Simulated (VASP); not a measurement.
# GdAl2As3 (P4/mmm) in VASP: single point with PBE

Aim: the single point of GdAl2As3 with PBE.

Everything below comes from runs of VASP 6.6.1. Logs are shortened: lines on timing, memory, paths and dates and some standing lists are left out, and cuts for length are marked.

### Step 1. The cell of the first run

The structure is tetragonal, space group P4/mmm (No. 123). Conventional cell: a = 3.447 Å, b = 3.447 Å, c = 10.306 Å, α = 90.00°, β = 90.00°, γ = 90.00°. Within 4.1 Å of Gd (site symmetry 4/mmm) lie 8 As at 3.09 Å and 2 Al at 3.45 Å and 4 Gd at 3.45 Å. Al (site symmetry 4mm) has 8 As at 2.89 to 2.98 Å and 5 Al at 3.42 to 3.45 Å and 1 Gd at 3.45 Å within 3.8 Å. As (site symmetry 4mm) has 4 Al at 2.89 Å and 4 Gd at 3.09 Å and 6 As at 3.26 to 3.79 Å within 3.8 Å. As (site symmetry 4/mmm) has 8 Al at 2.98 Å and 6 As at 3.26 to 3.45 Å within 3.9 Å.

The cell was built from a structure type or drawn by symmetry, and may not be a known phase.

### Step 2. Single point, PBE, collinear spin, ferromagnetic start

INCAR

```
  ALGO = Normal
  EDIFF = 1E-7
  ENCUT = 520
  GGA = PE
  ISIF = 2
  ISMEAR = 0
  ISPIN = 2
  LASPH = T
  LCHARG = F
  LMAXMIX = 6
  LORBIT = 11
  LREAL = F
  LWAVE = F
  MAGMOM = 7 0 0 0 0 0
  NBANDS = 32
  NELM = 150
  PREC = Accurate
  SIGMA = 0.1
```

KPOINTS

```
k-points
0
Gamma
  6 6 2
```

POSCAR

```
GdAl2As3
1.0
    3.4473259800      0.0000000000      0.0000000000
    0.0000000000      3.4473259800      0.0000000000
    0.0000000000      0.0000000000     10.3064988700
Gd Al As
1 2 3
Direct
    0.0000000000      0.0000000000      0.0000000000
    0.0000000000      0.0000000000      0.3342649900
    0.0000000000      0.0000000000      0.6657350100
    0.5000000000      0.5000000000      0.1837450000
    0.5000000000      0.5000000000      0.5000000000
    0.5000000000      0.5000000000      0.8162550000
```

Potentials or basis: VASP PAW PBE potentials, release 64 (Gd, Al, As).

Command:

```
cat potpaw_PBE.64/Gd/POTCAR potpaw_PBE.64/Al/POTCAR potpaw_PBE.64/As/POTCAR > POTCAR
mpirun -np 1 vasp_std > vasp.out
```

OUTCAR:

```text
EDIFF = 1E-7
   ENCUT = 520
   GGA = PE
   ISIF = 2
   ISMEAR = 0
   ISPIN = 2
   LASPH = T
   LORBIT = 11
   LREAL = F
   NELM = 150
   PREC = Accurate

 ion  position               nearest neighbor table
   1  0.000  0.000  0.000-   4 3.09   6 3.09   4 3.09   6 3.09   4 3.09   6 3.09   4 3.09   6 3.09
                             2 3.45   3 3.45
   2  0.000  0.000  0.334-   4 2.89   4 2.89   4 2.89   4 2.89   5 2.98   5 2.98   5 2.98   5 2.98
                             1 3.45
   3  0.000  0.000  0.666-   6 2.89   6 2.89   6 2.89   6 2.89   5 2.98   5 2.98   5 2.98   5 2.98
                             1 3.45
   4  0.500  0.500  0.184-   2 2.89   2 2.89   2 2.89   2 2.89   1 3.09   1 3.09   1 3.09   1 3.09

   5  0.500  0.500  0.500-   2 2.98   3 2.98   2 2.98   3 2.98   2 2.98   3 2.98   2 2.98   3 2.98

   6  0.500  0.500  0.816-   3 2.89   3 2.89   3 2.89   3 2.89   1 3.09   1 3.09   1 3.09   1 3.09

  LATTYP: Found a simple tetragonal cell.
 ALAT       =     3.4473259800
 C/A-ratio  =     2.9897082347

  Lattice vectors:

 A1 = (   3.4473259800,   0.0000000000,   0.0000000000)
 A2 = (   0.0000000000,   3.4473259800,   0.0000000000)
 A3 = (   0.0000000000,   0.0000000000,  10.3064988700)

Analysis of symmetry for initial positions (statically):
=====================================================================
 Subroutine PRICEL returns:
 Original cell was already a primitive cell.

 Routine SETGRP: Setting up the symmetry group for a
 simple tetragonal supercell.

 Subroutine GETGRP returns: Found 16 space group operations
 (whereof 16 operations were pure point group operations)
 out of a pool of 16 trial point group operations.

The static configuration has the point symmetry D_4h.

Analysis of symmetry for dynamics (positions and initial velocities):
=====================================================================
 Subroutine PRICEL returns:
 Original cell was already a primitive cell.

 Routine SETGRP: Setting up the symmetry group for a
 simple tetragonal supercell.

 Subroutine GETGRP returns: Found 16 space group operations
 (whereof 16 operations were pure point group operations)
 out of a pool of 16 trial point group operations.

The dynamic configuration has the point symmetry D_4h.

Analysis of structural, dynamic, and magnetic symmetry:
=====================================================================
 Subroutine PRICEL returns:
[... 149 lines left out ...]
   NGX = 13   NGY = 13   NGZ = 39

 number of electron      39.0000005 magnetization       7.0355132

 Free energy of the ion-electron system (eV)
  ---------------------------------------------------
  ext. energy  EPLUGINS =         0.00000000
  ---------------------------------------------------
  free energy    TOTEN  =       -34.56608530 eV

  energy without entropy =      -34.54748123  energy(sigma->0) =      -34.55678327

 E-fermi :   5.7926     XC(G=0): -10.4199

 val. band max:        5.7560189126   @ k =   0.5000   0.0000   0.0000
 cond. band min:       5.8060367916   @ k =   0.3333   0.1667   0.0000
 fundamental gap:      0.0500178790
 Fermi energy:         5.7926406936

 spin component 1

 k-point     1 :       0.0000    0.0000    0.0000
  band No.  band energies     occupation
      1     -39.1679      1.00000
      2     -16.6971      1.00000
      3     -16.3448      1.00000
      4     -16.3448      1.00000
      5      -6.9943      1.00000
      6      -5.8651      1.00000
[... 669 lines left out ...]
     30       7.8400      0.00000
     31       7.8400      0.00000
 Fermi energy:         5.7926406936

 spin component 2

 k-point     1 :       0.0000    0.0000    0.0000
  band No.  band energies     occupation
      1     -36.0120      1.00000
      2     -14.5510      1.00000
      3     -14.0262      1.00000
      4     -14.0262      1.00000
      5      -7.0184      1.00000
      6      -5.8410      1.00000
[... 669 lines left out ...]
     30       8.2179      0.00000
     31       8.2179      0.00000
 [bands above 31 left out]

------------------------ aborting loop because EDIFF is reached ----------------------------------------

  FORCE on cell =-STRESS in cart. coord.  units (eV):
  Direction    XX          YY          ZZ          XY          YZ          ZX
  --------------------------------------------------------------------------------------
  -------------------------------------------------------------------------------------
  Total       -0.1748040     -0.1748040     -3.1258818      0.0000000      0.0000000      0.0000000
  in kB       -2.2865783     -2.2865783    -40.8890729      0.0000000      0.0000000      0.0000000
  external PRESSURE =     -15.1540765 kB  Pullay stress =       0.0000000 kB

 VOLUME and BASIS-vectors are now :
 -----------------------------------------------------------------------------
  energy-cutoff  :      520.00
  volume of cell :      122.48
      direct lattice vectors                 reciprocal lattice vectors
     3.447325980  0.000000000  0.000000000     0.290079907  0.000000000  0.000000000
     0.000000000  3.447325980  0.000000000     0.000000000  0.290079907  0.000000000
     0.000000000  0.000000000 10.306498870     0.000000000  0.000000000  0.097026159

 POSITION                                       TOTAL-FORCE (eV/Angst)
 -----------------------------------------------------------------------------------
      0.00000      0.00000      0.00000        -0.000000     -0.000000      0.000000
      0.00000      0.00000      3.44510        -0.000000     -0.000000      0.082134
      0.00000      0.00000      6.86140         0.000000     -0.000000     -0.082134
      1.72366      1.72366      1.89377        -0.000000     -0.000000      0.028271
      1.72366      1.72366      5.15325        -0.000000     -0.000000      0.000000
      1.72366      1.72366      8.41273         0.000000      0.000000     -0.028271
 -----------------------------------------------------------------------------------
    total drift:                               -0.000000      0.000000     -0.000000

  FREE ENERGIE OF THE ION-ELECTRON SYSTEM (eV)
  ---------------------------------------------------
  free  energy   TOTEN  =       -34.5660853023 eV

  energy  without entropy=      -34.5474812297  energy(sigma->0) =      -34.55678327

 total charge

# of ion       s       p       d       f       tot
--------------------------------------------------
    1        2.038   5.600   0.570   7.040  15.248
    2        0.473   0.229   0.000   0.000   0.702
    3        0.473   0.229   0.000   0.000   0.702
    4        1.259   1.453   0.035   0.000   2.747
    5        1.312   1.292   0.038   0.000   2.642
    6        1.259   1.453   0.035   0.000   2.747
--------------------------------------------------
tot          6.814  10.256   0.677   7.040  24.788

 magnetization (x)

# of ion       s       p       d       f       tot
--------------------------------------------------
    1        0.001  -0.074   0.171   6.748   6.846
    2       -0.002  -0.002   0.000   0.000  -0.005
    3       -0.002  -0.002   0.000   0.000  -0.005
    4        0.000  -0.049   0.002   0.000  -0.046
    5        0.000  -0.014  -0.001   0.000  -0.016
    6        0.000  -0.049   0.002   0.000  -0.046
--------------------------------------------------
tot         -0.004  -0.190   0.173   6.748   6.728
```

Wall time 9.7 min (1 thread of AMD EPYC 7R13 (Zen 3), shared host); peak memory 0.35 GiB.

Results:

- Free energy: -34.5661 eV
- Pressure: -1.5 GPa
- Largest force: 0.082 eV/Å
- Band gap on the k mesh: zero (filled and empty bands overlap)
- Net moment: 7.04 μB per cell
- Site moments: Gd +6.85; Al -0.01; As -0.05, -0.02 (each value once) μB
- Valence electrons inside the program's atomic spheres: Gd 15.25; Al 0.70; As 2.75, 2.64 (each value once)

Forces in eV/Å, atoms in the order of the input:
```
Gd   0.000  0.000  0.000
Al   0.000  0.000  0.082
Al   0.000  0.000 -0.082
As   0.000  0.000  0.028
As   0.000  0.000  0.000
As   0.000  0.000 -0.028
```

Caveat: spin-orbit coupling is left out, which moves the levels of the heavy elements; a cell with one magnetic atom can't hold antiferromagnetic order, which such compounds often take; semilocal functionals describe open f shells poorly, which spoils levels, moments and volumes. The state reached can hang on the start; a lower one may exist.
